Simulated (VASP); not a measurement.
Input of a VASP 6.6.1 run:

File POSCAR:

```
TiNi
1.0
    2.9583942264      0.0000000000      0.0000000000
    0.0000000000      2.9583942264      0.0000000000
    0.0000000000      0.0000000000      2.9583942264
Ti Ni
1 1
Direct
    0.5000000000      0.5000000000      0.5000000000
    0.0000000000      0.0000000000      0.0000000000
```

INCAR.step1

```
PREC = Accurate
ENCUT = 520
ISMEAR = 0
SIGMA = 0.1
LREAL = False
LASPH = True
NELM = 100
NBANDS = 18
GGA = PE
ALGO = Normal
EDIFF = 1E-4
LWAVE = True
LCHARG = False
```

Contents of INCAR.step2:

```
PREC = Accurate
ENCUT = 520
EDIFF = 1E-7
ISMEAR = 0
SIGMA = 0.1
LREAL = False
LASPH = True
NELM = 100
ALGO = Normal
ISIF = 2
LWAVE = False
LCHARG = False
METAGGA = R2SCAN
LMIXTAU = True
NBANDS = 18
ISTART = 1
```

Contents of KPOINTS:

```
Automatic mesh
0
Gamma
  14 14 14
```

Potentials or basis: VASP PAW PBE potentials, release 64 (Ti_sv, Ni).

Command:

```sh
$ cat potpaw_PBE.64/Ti_sv/POTCAR potpaw_PBE.64/Ni/POTCAR > POTCAR
$ cp INCAR.step1 INCAR
$ mpirun -np 1 vasp_std > vasp.out
$ cp INCAR.step2 INCAR
$ mpirun -np 1 vasp_std > vasp.out
```

Problem. Predict the band gap on the k mesh.

Solution. Zero (band 11 reaches 10.54 eV, above the bottom of band 12 at 8.64 eV).

Problem. Estimate the pressure.

Solution. 6.2 GPa.

Caveat: the PAW data sets were made with another functional, which shifts forces and pressure a little. Spin polarisation is off, so any magnetic state and its effect on volume and gap are missing.
